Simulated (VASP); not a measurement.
Write the native input for VASP 6.6.1 that does the following.

```
Task                   : relaxation of cell and atoms
Functional             : PBE
Potentials or basis    : VASP PAW PBE potentials, release 64 (Re, Br)
Cutoff                 : 600 eV
k mesh                 : 6 × 6 × 6
Occupations            : gaussian, width 0.1 eV
Spin                   : no spin polarisation
Dipole correction      : no
Further INCAR settings : ALGO = Normal; EDIFF = 1e-06; IBRION = 2; EDIFFG = -0.04; NSW = 90; ISIF = 3
```

The structure of Re2Br lies in POSCAR:

```
Re2Br
1.0
    0.0000000000      3.0570127266      3.0570127266
    3.0570127266      0.0000000000      3.0570127266
    3.0570127266      3.0570127266      0.0000000000
Re Br
2 1
Direct
    0.2500000000      0.2500000000      0.2500000000
    0.7500000000      0.7500000000      0.7500000000
    0.0000000000      0.0000000000      0.0000000000
```

These files were run (other wordings do the same):

INCAR

```
SYSTEM = Re2Br
  PREC = Accurate
  ENCUT = 600
  EDIFF = 1E-6
  ISMEAR = 0
  SIGMA = 0.1
  LREAL = .FALSE.
  LASPH = .TRUE.
  NELM = 80
  ALGO = Normal
  ISIF = 3
  LWAVE = .FALSE.
  LCHARG = .FALSE.
  GGA = PE
  IBRION = 2
  NSW = 90
  EDIFFG = -0.04
```

KPOINTS

```
regular mesh
0
G
  6 6 6
  0 0 0
```

Potentials or basis: VASP PAW PBE potentials, release 64 (Re, Br).

Command:

```sh
$ cat potpaw_PBE.64/Re/POTCAR potpaw_PBE.64/Br/POTCAR > POTCAR
$ mpirun -np 1 vasp_std > vasp.out
```

It gave:

```yaml
Relaxed_volume: 17.20 Å³/atom
Relaxed_cell: a = 4.179 Å, b = 4.179 Å, c = 4.179 Å, α = 60.00°, β = 60.00°, γ = 60.00°
Space_group_after_relaxing_to_0.1_Å: Fm-3m (No. 225)
Energy_gained_by_relaxing: 100.3 meV/atom
Ionic_steps: 4
Pressure_after_relaxing: -0.2 GPa
Band_gap_on_the_k_mesh: zero (an odd number of electrons rules out a gap without spin polarisation)
```

Caveat: spin-orbit coupling is left out, which moves the levels of the heavy elements.

Wall time 54 s on 1 thread of Intel(R) Xeon(R) Platinum 8259CL CPU @ 2.50GHz (Skylake/Cascade Lake) (shared host), peak memory 0.21 GiB.
